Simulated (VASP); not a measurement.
GaN:

```
Ga N
1.0
     0.07506    2.09924    2.09924
     2.09924    0.07506    2.09924
     2.09924    2.09924    0.07506
Ga N
1 1
Direct
  0.00000 0.00000 0.00000
  0.50000 0.50000 0.50000
```

This cell differs from its parent crystal: epitaxial 111 strain -4.0%.

Base run:

| Property | Result |
| --- | --- |
| Program | VASP 6.6.1 |
| Functional | PBE |
| Potentials or basis | VASP PAW PBE potentials, release 64 (Ga_d, N) |
| Cutoff | 520 eV |
| k mesh | 10 × 10 × 10 |
| Occupations | fermi-dirac, width 0.02 eV |
| Spin | no spin polarisation |

Its results: band gap on the k mesh 0.86 eV (least direct gap 3.37 eV); pressure 29.0 GPa.

Q: The run is repeated on the same cell with these changes: functional from PBE to r2SCAN; occupations from fermi-dirac, width 0.02 eV to gaussian, width 0.01 eV. What comes out?

A: Band gap on the k mesh 1.40 eV (least direct gap 3.97 eV); pressure 21.1 GPa.

Caveats: the cell stands under pressure; the PAW data sets were made with another functional, which shifts forces and pressure a little (at least some runs).

A k mesh can miss the band edges.
